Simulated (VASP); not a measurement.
Zr: single point with PBE

The system is Zr.

```
Zr
1.0
    -1.83604    1.83604    1.83604
     1.83604   -1.83604    1.83604
     1.83604    1.83604   -1.83604
Zr
1
Direct
  0.00000 0.00000 0.00000
```

This cell differs from its parent crystal: volume scaled by 1.08.

| Quantity | Value |
| --- | --- |
| Program | VASP 6.6.1 |
| Task | single point |
| Functional | PBE |
| Potentials or basis | VASP PAW PBE potentials, release 64 (Zr_sv) |
| Cutoff | 520 eV |
| k mesh | 14 × 14 × 14 |
| Occupations | fermi-dirac, width 0.1 eV |
| Spin | no spin polarisation |

```
Pressure               : -6.0 GPa
Band gap on the k mesh : zero (band 6 reaches 9.14 eV, above the bottom of band 7 at 7.45 eV)
```

Levels at points of the mesh, in eV from the Fermi level:
| k point | band 2 | band 3 | band 4 | band 5 | band 6 | band 7 | band 8 | band 9 | band 10 | band 11 |
| --- | --- | --- | --- | --- | --- | --- | --- | --- | --- | --- |
| (0.00, 0.00, 0.00) | -26.22 | -26.22 | -26.22 | -5.26 | 1.09 | 1.09 | 1.09 | 3.39 | 3.39 | 12.18 |
| (0.50, 0.00, 0.00) | -27.01 | -26.47 | -26.22 | -2.61 | -0.56 | 1.36 | 3.35 | 3.98 | 5.85 | 9.47 |
| (0.50, 0.50, 0.50) | -26.77 | -26.77 | -26.77 | -2.29 | -2.29 | 5.24 | 5.24 | 5.24 | 6.96 | 6.96 |

It took 19 s on 1 thread of AMD EPYC 7R13 Processor (Zen 3), with other jobs on the host, peak memory 0.12 GiB.
